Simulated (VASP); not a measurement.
# Sn (I4/mmm) in VASP: further runs

Aim: see how the results for Sn move with the level of theory and the settings. Levels: r2SCAN, HSE06. Tasks: single point.

All numbers are computed with VASP 6.6.1; they aren't measurements. Logs are shortened: lines on timing, memory, paths and dates and some standing lists are left out, and cuts for length are marked.

### 1 The cell of the first run

It takes space group I4/mmm (No. 139, tetragonal). The conventional cell has a = 4.138 Å, b = 4.138 Å, c = 3.387 Å, α = 90.00°, β = 90.00°, γ = 90.00°. Within 4.4 Å of Sn (site symmetry 4/mmm) lie 14 Sn at 3.38 to 4.14 Å.

### 2 Single point, r2SCAN

Contents of POSCAR:

```
Sn
1.0
   -2.0689875426      2.0689875426      1.6933321804
    2.0689875426     -2.0689875426      1.6933321804
    2.0689875426      2.0689875426     -1.6933321804
Sn
1
Direct
    0.0000000000      0.0000000000      0.0000000000
```

Contents of INCAR.step1:

```
  PREC = Accurate
  ENCUT = 520
  ISMEAR = -1
  SIGMA = 0.05
  LREAL = False
  LASPH = True
  NELM = 60
  NBANDS = 13
  GGA = PE
  ALGO = Normal
  EDIFF = 1E-4
  LWAVE = True
  LCHARG = False
```

Contents of INCAR.step2:

```
  PREC = Accurate
  ENCUT = 520
  EDIFF = 1E-6
  ISMEAR = -1
  SIGMA = 0.05
  LREAL = False
  LASPH = True
  NELM = 60
  ALGO = Normal
  ISIF = 2
  LWAVE = False
  LCHARG = False
  METAGGA = R2SCAN
  LMIXTAU = True
  NBANDS = 13
  ISTART = 1
```

Contents of KPOINTS:

```
Automatic mesh
0
Gamma
  10 10 10
```

Potentials or basis: VASP PAW PBE potentials, release 64 (Sn_d).

Started as:

```sh
cat potpaw_PBE.64/Sn_d/POTCAR > POTCAR
cp INCAR.step1 INCAR
mpirun -np 1 vasp_std > vasp.out
cp INCAR.step2 INCAR
mpirun -np 1 vasp_std > vasp.out
```

OUTCAR:

```text
PREC = Accurate
   ENCUT = 520
   EDIFF = 1E-6
   ISMEAR = -1
   LREAL = False
   LASPH = True
   NELM = 60
   ISIF = 2
   METAGGA = R2SCAN
   ISTART = 1

 ion  position               nearest neighbor table
   1  0.000  0.000  0.000-

  LATTYP: Found a body centered tetragonal cell.
 ALAT       =     4.1379750852
 C/A-ratio  =     0.8184351745

  Lattice vectors:

 A1 = (  -2.0689875426,   2.0689875426,   1.6933321804)
 A2 = (   2.0689875426,  -2.0689875426,   1.6933321804)
 A3 = (   2.0689875426,   2.0689875426,  -1.6933321804)

Analysis of symmetry for initial positions (statically):
=====================================================================
 Subroutine PRICEL returns:
 Original cell was already a primitive cell.

 Routine SETGRP: Setting up the symmetry group for a
 body centered tetragonal supercell.

 Subroutine GETGRP returns: Found 16 space group operations
 (whereof 16 operations were pure point group operations)
 out of a pool of 16 trial point group operations.

The static configuration has the point symmetry D_4h.

Analysis of symmetry for dynamics (positions and initial velocities):
=====================================================================
 Subroutine PRICEL returns:
 Original cell was already a primitive cell.

 Routine SETGRP: Setting up the symmetry group for a
 body centered tetragonal supercell.

 Subroutine GETGRP returns: Found 16 space group operations
 (whereof 16 operations were pure point group operations)
 out of a pool of 16 trial point group operations.

The dynamic configuration has the point symmetry D_4h.

 Subroutine INISYM returns: Found 16 space group operations
 (whereof 16 operations are pure point group operations),
 and found     1 'primitive' translations

----------------------------------------------------------------------------------------

                                     Primitive cell

  volume of cell :      28.9947

  direct lattice vectors                    reciprocal lattice vectors
    -2.068987543  2.068987543  1.693332180     0.000000000  0.241664094  0.295275792
     2.068987543 -2.068987543  1.693332180     0.241664094  0.000000000  0.295275792
     2.068987543  2.068987543 -1.693332180     0.241664094  0.241664094  0.000000000

  length of vectors
     3.380649756  3.380649756  3.380649756     0.381561695  0.381561695  0.341764639

  position of ions in fractional coordinates (direct lattice)
     0.000000000  0.000000000  0.000000000

  ion indices of the primitive-cell ions
   primitive index   ion index
                 1           1

----------------------------------------------------------------------------------------

 KPOINTS: Automatic mesh

Automatic generation of k-mesh.
 Grid dimensions read from file:
 generate k-points for:   10   10   10

 Generating k-lattice:

  Cartesian coordinates                     Fractional coordinates (reciprocal lattice)
     0.000000000  0.024166409  0.029527579     0.100000000  0.000000000  0.000000000
     0.024166409  0.000000000  0.029527579     0.000000000  0.100000000  0.000000000
     0.024166409  0.024166409  0.000000000     0.000000000  0.000000000  0.100000000

  Length of vectors
     0.038156170  0.038156170  0.034176464

  Shift w.r.t. Gamma in fractional coordinates (k-lattice)
     0.000000000  0.000000000  0.000000000

 Subroutine IBZKPT returns following result:
 ===========================================

 Found    102 irreducible k-points:

 Following reciprocal coordinates:
            Coordinates               Weight
  0.000000  0.000000  0.000000      1.000000
  0.100000  0.000000  0.000000      8.000000
  0.200000  0.000000  0.000000      8.000000
  0.300000 -0.000000  0.000000      8.000000
  0.400000  0.000000  0.000000      8.000000
  0.500000 -0.000000  0.000000      4.000000
[... 16 lines left out ...]
  0.300000  0.300000  0.000000      8.000000
  0.400000  0.300000 -0.000000     16.000000
 [... further k-points ...]
   k-points           NKPTS =    102   k-points in BZ     NKDIM =    102   number of bands    NBANDS=     13
   number of dos      NEDOS =    301   number of ions     NIONS =      1
   total plane-waves  NPLWV =  21952
   dimension x,y,z NGX =    28 NGY =   28 NGZ =   28
   dimension x,y,z NGXF=    56 NGYF=   56 NGZF=   56
   ions per type =               1
   NGX,Y,Z   is equivalent  to a cutoff of  13.77, 13.77, 13.77 a.u.
   NGXF,Y,Z  is equivalent  to a cutoff of  27.54, 27.54, 27.54 a.u.
 SYSTEM =  unknown system
   PREC   = accura    normal or accurate (medium, high low for compatibility)
   ISTART =      1    job   : 0-new  1-cont  2-samecut
   ICHARG =      0    charge: 1-file 2-atom 10-const
   ISPIN  =      1    spin polarized calculation?
   LNONCOLLINEAR =      F non collinear calculations
   LSORBIT =      F    spin-orbit coupling
   LASPH  =      T    aspherical Exc in radial PAW
   ENCUT  =  520.0 eV  38.22 Ry    6.18 a.u.   6.29  6.29  6.29*2*pi/ulx,y,z
   NELM   =     60;   NELMIN=  2; NELMDL=  0     # of ELM steps
   EDIFF  = 0.1E-05   stopping-criterion for ELM
   LREAL  =      F    real-space projection
   EDIFFG = 0.1E-04   stopping-criterion for IOM
   NSW    =      0    number of steps for IOM
   IBRION =     -1    ionic relax: 0-MD 1-quasi-New 2-CG
   NFREE  =      0    steps in history (QN), initial steepest desc. (CG)
   ISIF   =      2    stress and relaxation
   ISYM   =      2    0-nonsym 1-usesym 2-fastsym
   POTIM  = 0.5000    time-step for ionic-motion
   TEBEG  =    0.0;   TEEND  =   0.0 temperature during run
   PSTRESS=    0.0 pullay stress
   NELECT =      14.0000    total number of electrons
   NUPDOWN=      -1.0000    fix difference up-down
   EMIN   =  10.00;   EMAX   =-10.00  energy-range for DOS
   EFERMI =   0.00;   METHOD = LEGACY
   ISMEAR =    -1;   SIGMA  =   0.05  broadening in eV -4-tet -1-fermi 0-gaus
   EFERMI_NEDOS =   21; number of points for ismear=-14 and -15
   IALGO  =     38    algorithm
   IMIX   =      4    mixing-type and parameters
     AMIX     =   0.40;   BMIX     =  1.00
     AMIX_MAG =   1.60;   BMIX_MAG =  1.00
  volume/ion in A,a.u.               =      28.99       195.67
  Fermi-wavevector in a.u.,A,eV,Ry     =   1.284335  2.427041 22.443022  1.649516
  Thomas-Fermi vector in A             =   2.416534
   LORBIT       =      0    0 simple, 1 ext, 2 COOP (PROOUT), +10 PAW based schemes
   METAGGA = R2SCAN    functional components
   LHFCALC =     F    Hartree Fock is set to
   AEXX    =    0.0000 exact exchange contribution
   IVDW    =     0    specifies the selected vdW correction
   LEPSILON=     F    determine dielectric tensor
   LRPA    =     F    only Hartree local field effects (RPA)
 non-spin polarized calculation
  energy-cutoff  :      520.00
  volume of cell :       28.99
 maximum number of plane-waves:       799
 NGX is ok and might be reduce to    28
   NGX = 13   NGY = 13   NGZ = 13

 number of electron      14.0000001 magnetization

 Free energy of the ion-electron system (eV)
  ---------------------------------------------------
  ext. energy  EPLUGINS =         0.00000000
  ---------------------------------------------------
  free energy    TOTEN  =       -24.49641714 eV

  energy without entropy =      -24.49125191  energy(sigma->0) =      -24.49383453

 E-fermi :   7.2075     XC(G=0): -10.9063

 val. band max:        7.1925481840   @ k =   0.5000   0.2000   0.0000
 cond. band min:       7.3005773438   @ k =   0.4000   0.3000   0.1000
 fundamental gap:      0.1080291598
 Fermi energy:         7.2074692015

 k-point     1 :       0.0000    0.0000    0.0000
  band No.  band energies     occupation
      1     -14.9937      2.00000
      2     -14.9246      2.00000
      3     -14.9246      2.00000
      4     -14.9208      2.00000
      5     -14.8186      2.00000
      6      -3.9445      2.00000
      7      13.9963      0.00000
      8      13.9963      0.00000
      9      16.4956      0.00000
     10      17.5511      0.00000
     11      19.1394      0.00000
     12      20.3464      0.00000
     13      20.3464      0.00000

 k-point     2 :       0.1000    0.0000    0.0000
  band No.  band energies     occupation
      1     -14.9852      2.00000
      2     -14.9253      2.00000
      3     -14.9211      2.00000
      4     -14.9093      2.00000
      5     -14.8233      2.00000
      6      -3.7051      2.00000
      7      13.2874      0.00000
      8      13.4011      0.00000
      9      15.0472      0.00000
     10      18.0854      0.00000
     11      18.5813      0.00000
     12      19.3394      0.00000
     13      20.1434      0.00000

 k-point     3 :       0.2000    0.0000    0.0000
  band No.  band energies     occupation
      1     -14.9818      2.00000
      2     -14.9300      2.00000
      3     -14.8926      2.00000
      4     -14.8779      2.00000
      5     -14.8345      2.00000
      6      -2.9859      2.00000
      7      11.1606      0.00000
      8      12.1118      0.00000
      9      13.2070      0.00000
     10      16.8880      0.00000
     11      17.0323      0.00000
     12      20.6869      0.00000
     13      21.0412      0.00000
[... 305 lines left out ...]
 k-point    23 :       0.3000    0.3000    0.0000
  band No.  band energies     occupation
      1     -14.9807      2.00000
      2     -14.9039      2.00000
      3     -14.8568      2.00000
      4     -14.8461      2.00000
      5     -14.7998      2.00000
      6       1.9246      2.00000
      7       4.2490      2.00000
      8       5.8123      2.00000
      9      11.1045      0.00000
     10      16.4002      0.00000
     11      18.0439      0.00000
     12      22.9471      0.00000
     13      23.6145      0.00000

 k-point    24 :       0.4000    0.3000   -0.0000
  band No.  band energies     occupation
      1     -14.9671      2.00000
      2     -14.8935      2.00000
      3     -14.8711      2.00000
      4     -14.8440      2.00000
      5     -14.8244      2.00000
      6       1.0605      2.00000
      7       4.7127      2.00000
      8       6.1570      2.00000
      9      11.7397      0.00000
     10      16.5877      0.00000
     11      18.9443      0.00000
     12      23.4671      0.00000
     13      23.9989      0.00000

 [... further k-points ...]

------------------------ aborting loop because EDIFF is reached ----------------------------------------

  FORCE on cell =-STRESS in cart. coord.  units (eV):
  Direction    XX          YY          ZZ          XY          YZ          ZX
  --------------------------------------------------------------------------------------
  -------------------------------------------------------------------------------------
  Total       -0.5253261     -0.5253261     -0.5574070      0.0000000     -0.0000000      0.0000000
  in kB      -29.0283051    -29.0283051    -30.8010194      0.0000000     -0.0000000      0.0000000
  external PRESSURE =     -29.6192099 kB  Pullay stress =       0.0000000 kB

 VOLUME and BASIS-vectors are now :
 -----------------------------------------------------------------------------
  energy-cutoff  :      520.00
  volume of cell :       28.99
      direct lattice vectors                 reciprocal lattice vectors
    -2.068987543  2.068987543  1.693332180     0.000000000  0.241664094  0.295275792
     2.068987543 -2.068987543  1.693332180     0.241664094  0.000000000  0.295275792
     2.068987543  2.068987543 -1.693332180     0.241664094  0.241664094  0.000000000

 POSITION                                       TOTAL-FORCE (eV/Angst)
 -----------------------------------------------------------------------------------
      0.00000      0.00000      0.00000        -0.000000      0.000000      0.000000
 -----------------------------------------------------------------------------------
    total drift:                               -0.000000     -0.000000     -0.000000

  FREE ENERGIE OF THE ION-ELECTRON SYSTEM (eV)
  ---------------------------------------------------
  free  energy   TOTEN  =       -24.4964171367 eV

  energy  without entropy=      -24.4912519141  energy(sigma->0) =      -24.49383453
```

Wall time 64 s (1 thread of Intel Xeon 6975P-C (Granite Rapids), shared host); peak memory 0.18 GiB.

Results:

- Free energy: -24.4964 eV
- Pressure: -3.0 GPa
- Band gap on the k mesh: zero (bands 7 and 8 overlap by 8.71 eV)

Stress tensor (GPa, compression positive):
```
-2.90  0.00  0.00
 0.00 -2.90  0.00
 0.00  0.00 -3.08
```

Caveat: the PAW data sets were made with another functional, which shifts forces and pressure a little; spin-orbit coupling is left out, which moves the levels of the heavy elements.

[end of part 1 of 2]
